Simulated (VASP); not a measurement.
# Mg2TiSb2 (I4/mmm) in VASP: notebook

The runs below take Mg2TiSb2 through single point, with PBE.

All numbers are computed with VASP 6.6.1; they aren't measurements. Logs are shortened: lines on timing, memory, paths and dates and some standing lists are left out, and cuts for length are marked.

## (1) The cell of the first run

Symmetry: I4/mmm, No. 139, tetragonal system. The conventional cell has a = 4.315 Å, b = 4.315 Å, c = 11.321 Å, α = 90.00°, β = 90.00°, γ = 90.00°. Within 3.4 Å of Mg (site symmetry 4mm) lie 4 Sb at 2.57 Å and 1 Mg at 2.85 Å and 4 Ti at 3.37 Å. Within 4.4 Å of Ti (site symmetry 4/mmm) lie 10 Mg at 3.37 to 4.23 Å and 8 Sb at 3.56 Å and 4 Ti at 4.31 Å. Within 3.4 Å of Sb (site symmetry -4m2) lie 4 Mg at 2.57 Å and 4 Sb at 3.05 Å.

## (2) Single point, PBE

INCAR reads:

```
PREC = Accurate
ENCUT = 520
EDIFF = 1E-7
ISMEAR = 0
SIGMA = 0.1
LREAL = F
LASPH = T
NELM = 60
ALGO = Normal
ISIF = 2
LWAVE = F
LCHARG = F
GGA = PE
NBANDS = 21
```

KPOINTS reads:

```
Automatic mesh
0
Gamma
  6 6 6
```

POSCAR reads:

```
Mg2TiSb2
1.0
   -2.1574828332      2.1574828332      5.6607222850
    2.1574828332     -2.1574828332      5.6607222850
    2.1574828332      2.1574828332     -5.6607222850
Mg Ti Sb
2 1 2
Direct
    0.6260000000      0.6260000000      0.0000000000
    0.3740000000      0.3740000000      0.0000000000
    0.0000000000      0.0000000000      0.0000000000
    0.2500000000      0.7500000000      0.5000000000
    0.7500000000      0.2500000000      0.5000000000
```

Potentials or basis: VASP PAW PBE potentials, release 64 (Mg, Ti_sv, Sb).

Started as:

```sh
$ cat potpaw_PBE.64/Mg/POTCAR potpaw_PBE.64/Ti_sv/POTCAR potpaw_PBE.64/Sb/POTCAR > POTCAR
$ mpirun -np 1 vasp_std > vasp.out
```

OUTCAR:

```text
PREC = Accurate
   ENCUT = 520
   EDIFF = 1E-7
   ISMEAR = 0
   LREAL = F
   LASPH = T
   NELM = 60
   ISIF = 2
   GGA = PE

 ion  position               nearest neighbor table
   1  0.626  0.626  0.000-   4 2.57   5 2.57   4 2.57   5 2.57   2 2.85
   2  0.374  0.374  0.000-   4 2.57   5 2.57   4 2.57   5 2.57   1 2.85
   3  0.000  0.000  0.000-
   4  0.250  0.750  0.500-   2 2.57   1 2.57   2 2.57   1 2.57   5 3.05   5 3.05   5 3.05   5 3.05

   5  0.750  0.250  0.500-   2 2.57   1 2.57   2 2.57   1 2.57   4 3.05   4 3.05   4 3.05   4 3.05

  LATTYP: Found a body centered tetragonal cell.
 ALAT       =     4.3149656664
 C/A-ratio  =     2.6237623762

  Lattice vectors:

 A1 = (  -2.1574828332,   2.1574828332,   5.6607222850)
 A2 = (   2.1574828332,  -2.1574828332,   5.6607222850)
 A3 = (   2.1574828332,   2.1574828332,  -5.6607222850)

Analysis of symmetry for initial positions (statically):
=====================================================================
 Subroutine PRICEL returns:
 Original cell was already a primitive cell.

 Routine SETGRP: Setting up the symmetry group for a
 body centered tetragonal supercell.

 Subroutine GETGRP returns: Found 16 space group operations
 (whereof 16 operations were pure point group operations)
 out of a pool of 16 trial point group operations.

The static configuration has the point symmetry D_4h.

Analysis of symmetry for dynamics (positions and initial velocities):
=====================================================================
 Subroutine PRICEL returns:
 Original cell was already a primitive cell.

 Routine SETGRP: Setting up the symmetry group for a
 body centered tetragonal supercell.

 Subroutine GETGRP returns: Found 16 space group operations
 (whereof 16 operations were pure point group operations)
 out of a pool of 16 trial point group operations.

The dynamic configuration has the point symmetry D_4h.

 Subroutine INISYM returns: Found 16 space group operations
 (whereof 16 operations are pure point group operations),
 and found     1 'primitive' translations

----------------------------------------------------------------------------------------

                                     Primitive cell

  volume of cell :     105.3966

  direct lattice vectors                    reciprocal lattice vectors
    -2.157482833  2.157482833  5.660722285     0.000000000  0.231751554  0.088327951
     2.157482833 -2.157482833  5.660722285     0.231751554  0.000000000  0.088327951
     2.157482833  2.157482833 -5.660722285     0.231751554  0.231751554  0.000000000

  length of vectors
     6.430648578  6.430648578  6.430648578     0.248013326  0.248013326  0.327746191

  position of ions in fractional coordinates (direct lattice)
     0.626000000  0.626000000  0.000000000
     0.374000000  0.374000000  0.000000000
     0.000000000  0.000000000  0.000000000
     0.250000000  0.750000000  0.500000000
     0.750000000  0.250000000  0.500000000

  ion indices of the primitive-cell ions
   primitive index   ion index
                 1           1
                 2           2
                 3           3
                 4           4
                 5           5

----------------------------------------------------------------------------------------

 KPOINTS: Automatic mesh

Automatic generation of k-mesh.
 Grid dimensions read from file:
 generate k-points for:    6    6    6

 Generating k-lattice:

  Cartesian coordinates                     Fractional coordinates (reciprocal lattice)
     0.000000000  0.038625259  0.014721325     0.166666667 -0.000000000  0.000000000
     0.038625259  0.000000000  0.014721325    -0.000000000  0.166666667  0.000000000
     0.038625259  0.038625259  0.000000000     0.000000000  0.000000000  0.166666667

  Length of vectors
     0.041335554  0.041335554  0.054624365

  Shift w.r.t. Gamma in fractional coordinates (k-lattice)
     0.000000000  0.000000000  0.000000000

 Subroutine IBZKPT returns following result:
 ===========================================

 Found     30 irreducible k-points:

 Following reciprocal coordinates:
            Coordinates               Weight
  0.000000  0.000000  0.000000      1.000000
  0.166667 -0.000000  0.000000      8.000000
  0.333333 -0.000000  0.000000      8.000000
  0.500000 -0.000000  0.000000      4.000000
  0.166667  0.166667  0.000000      8.000000
  0.333333  0.166667  0.000000     16.000000
[... 16 lines left out ...]
 -0.333333 -0.333333  0.166667      8.000000
 -0.166667 -0.333333  0.166667      8.000000
 [... further k-points ...]
   k-points           NKPTS =     30   k-points in BZ     NKDIM =     30   number of bands    NBANDS=     21
   number of dos      NEDOS =    301   number of ions     NIONS =      5
   total plane-waves  NPLWV = 110592
   dimension x,y,z NGX =    48 NGY =   48 NGZ =   48
   dimension x,y,z NGXF=    96 NGYF=   96 NGZF=   96
   ions per type =               2   1   2
   NGX,Y,Z   is equivalent  to a cutoff of  12.41, 12.41, 12.41 a.u.
   NGXF,Y,Z  is equivalent  to a cutoff of  24.82, 24.82, 24.82 a.u.
 SYSTEM =  unknown system
   PREC   = accura    normal or accurate (medium, high low for compatibility)
   ISTART =      0    job   : 0-new  1-cont  2-samecut
   ICHARG =      2    charge: 1-file 2-atom 10-const
   ISPIN  =      1    spin polarized calculation?
   LNONCOLLINEAR =      F non collinear calculations
   LSORBIT =      F    spin-orbit coupling
   LASPH  =      T    aspherical Exc in radial PAW
   ENCUT  =  520.0 eV  38.22 Ry    6.18 a.u.  11.96 11.96 11.96*2*pi/ulx,y,z
   NELM   =     60;   NELMIN=  2; NELMDL= -5     # of ELM steps
   EDIFF  = 0.1E-06   stopping-criterion for ELM
   LREAL  =      F    real-space projection
   EDIFFG = 0.1E-05   stopping-criterion for IOM
   NSW    =      0    number of steps for IOM
   IBRION =     -1    ionic relax: 0-MD 1-quasi-New 2-CG
   NFREE  =      0    steps in history (QN), initial steepest desc. (CG)
   ISIF   =      2    stress and relaxation
   ISYM   =      2    0-nonsym 1-usesym 2-fastsym
   POTIM  = 0.5000    time-step for ionic-motion
   TEBEG  =    0.0;   TEEND  =   0.0 temperature during run
   PSTRESS=    0.0 pullay stress
   NELECT =      26.0000    total number of electrons
   NUPDOWN=      -1.0000    fix difference up-down
   EMIN   =  10.00;   EMAX   =-10.00  energy-range for DOS
   EFERMI =   0.00;   METHOD = LEGACY
   ISMEAR =     0;   SIGMA  =   0.10  broadening in eV -4-tet -1-fermi 0-gaus
   EFERMI_NEDOS =   21; number of points for ismear=-14 and -15
   IALGO  =     38    algorithm
   IMIX   =      4    mixing-type and parameters
     AMIX     =   0.40;   BMIX     =  1.00
     AMIX_MAG =   1.60;   BMIX_MAG =  1.00
  volume/ion in A,a.u.               =      21.08       142.25
  Fermi-wavevector in a.u.,A,eV,Ry     =   1.026732  1.940242 14.342971  1.054179
  Thomas-Fermi vector in A             =   2.160640
   LORBIT       =      0    0 simple, 1 ext, 2 COOP (PROOUT), +10 PAW based schemes
   GGA     = PE    functional components
   LHFCALC =     F    Hartree Fock is set to
   AEXX    =    0.0000 exact exchange contribution
   IVDW    =     0    specifies the selected vdW correction
   LEPSILON=     F    determine dielectric tensor
   LRPA    =     F    only Hartree local field effects (RPA)
 non-spin polarized calculation
 Gauss-broadening in eV      SIGMA  =   0.10
  energy-cutoff  :      520.00
  volume of cell :      105.40
 maximum number of plane-waves:      2862
   NGX = 23   NGY = 23   NGZ = 23

 number of electron      25.9999998 magnetization

 Free energy of the ion-electron system (eV)
  ---------------------------------------------------
  ext. energy  EPLUGINS =         0.00000000
  ---------------------------------------------------
  free energy    TOTEN  =       -14.42742095 eV

  energy without entropy =      -14.38288912  energy(sigma->0) =      -14.40515504

 E-fermi :   7.5815     XC(G=0): -10.0650

 val. band max:        7.5810784231   @ k =   0.5000   0.5000   0.1667
 cond. band min:       7.5967614850   @ k =   0.5000   0.5000   0.0000
 fundamental gap:      0.0156830618
 Fermi energy:         7.5815237376

 k-point     1 :       0.0000    0.0000    0.0000
  band No.  band energies     occupation
      1     -50.1757      2.00000
      2     -26.5456      2.00000
      3     -26.3702      2.00000
      4     -26.3702      2.00000
      5      -5.8133      2.00000
      6       0.4871      2.00000
[... 13 lines left out ...]
     20      10.1299      0.00000
     21      10.1299      0.00000

 k-point     2 :       0.1667   -0.0000    0.0000
  band No.  band energies     occupation
      1     -50.1756      2.00000
      2     -26.5455      2.00000
      3     -26.3713      2.00000
      4     -26.3701      2.00000
      5      -5.5857      2.00000
      6      -0.6555      2.00000
[... 13 lines left out ...]
     20       9.7853      0.00000
     21       9.8477      0.00000

 k-point     3 :       0.3333   -0.0000    0.0000
  band No.  band energies     occupation
      1     -50.1756      2.00000
      2     -26.5453      2.00000
      3     -26.3734      2.00000
      4     -26.3700      2.00000
      5      -4.9102      2.00000
      6      -2.3443      2.00000
[... 13 lines left out ...]
     20      10.7958      0.00000
     21      11.1521      0.00000
[... 457 lines left out ...]
 k-point    23 :      -0.3333   -0.3333    0.1667
  band No.  band energies     occupation
      1     -50.1756      2.00000
      2     -26.5455      2.00000
      3     -26.3712      2.00000
      4     -26.3712      2.00000
      5      -5.3097      2.00000
      6      -1.0628      2.00000
[... 13 lines left out ...]
     20      10.2205      0.00000
     21      10.5694      0.00000

 k-point    24 :      -0.1667   -0.3333    0.1667
  band No.  band energies     occupation
      1     -50.1756      2.00000
      2     -26.5456      2.00000
      3     -26.3713      2.00000
      4     -26.3701      2.00000
      5      -5.5494      2.00000
      6      -0.6774      2.00000
[... 13 lines left out ...]
     20       9.7265      0.00000
     21      10.4674      0.00000

 [... further k-points ...]

------------------------ aborting loop because EDIFF is reached ----------------------------------------

  FORCE on cell =-STRESS in cart. coord.  units (eV):
  Direction    XX          YY          ZZ          XY          YZ          ZX
  --------------------------------------------------------------------------------------
  -------------------------------------------------------------------------------------
  Total       15.8753969     15.8753969      8.3422093      0.0000000      0.0000000      0.0000000
  in kB      241.3285128    241.3285128    126.8133947      0.0000000      0.0000000      0.0000000
  external PRESSURE =     203.1568068 kB  Pullay stress =       0.0000000 kB

 VOLUME and BASIS-vectors are now :
 -----------------------------------------------------------------------------
  energy-cutoff  :      520.00
  volume of cell :      105.40
      direct lattice vectors                 reciprocal lattice vectors
    -2.157482833  2.157482833  5.660722285     0.000000000  0.231751554  0.088327951
     2.157482833 -2.157482833  5.660722285     0.231751554  0.000000000  0.088327951
     2.157482833  2.157482833 -5.660722285     0.231751554  0.231751554  0.000000000

 POSITION                                       TOTAL-FORCE (eV/Angst)
 -----------------------------------------------------------------------------------
      0.00000      0.00000      7.08722         0.000000      0.000000     -4.044019
      0.00000      0.00000      4.23422         0.000000      0.000000      4.044019
      0.00000      0.00000      0.00000        -0.000000     -0.000000     -0.000000
      2.15748     -0.00000      2.83036        -0.000000     -0.000000     -0.000000
     -0.00000      2.15748      2.83036        -0.000000     -0.000000     -0.000000
 -----------------------------------------------------------------------------------
    total drift:                               -0.000000     -0.000000     -0.000000

  FREE ENERGIE OF THE ION-ELECTRON SYSTEM (eV)
  ---------------------------------------------------
  free  energy   TOTEN  =       -14.4274209549 eV

  energy  without entropy=      -14.3828891240  energy(sigma->0) =      -14.40515504
```

It took 1.8 min on 1 thread of AMD EPYC 9R45 (Zen 5), shared host; peak memory 0.33 GiB.

What came out:

```
Free energy            : -14.4274 eV
Pressure               : 20.3 GPa
Largest force          : 4.044 eV/Å
Band gap on the k mesh : zero (bands 13 and 14 overlap by 0.90 eV)
```

Forces on the atoms (eV/Å):
```
Mg   0.000  0.000 -4.044
Mg   0.000  0.000  4.044
Ti   0.000  0.000  0.000
Sb   0.000  0.000  0.000
Sb   0.000  0.000  0.000
```

Stress tensor (GPa, compression positive):
```
24.13  0.00  0.00
 0.00 24.13  0.00
 0.00  0.00 12.68
```

Levels at points of the mesh, in eV from the Fermi level:
```csv
k point,band 11,band 12,band 13,band 14,band 15,band 16
"(0.00, 0.00, 0.00)",-1.73,0.18,0.30,0.38,0.50,0.50
"(0.50, 0.00, 0.00)",-1.98,-1.80,-0.78,-0.59,-0.16,0.32
"(0.50, 0.50, 0.00)",-2.41,0.02,0.16,0.40,0.82,0.84
"(0.50, 0.50, 0.50)",-0.25,-0.13,-0.13,-0.09,-0.09,0.40
```

Caveat: the cell stands under pressure; spin-orbit coupling is left out, which moves the levels of the heavy elements; forces of over 1 eV/Å act on the atoms, so gaps and moduli don't describe the material at rest.

[end of part 1 of 2]
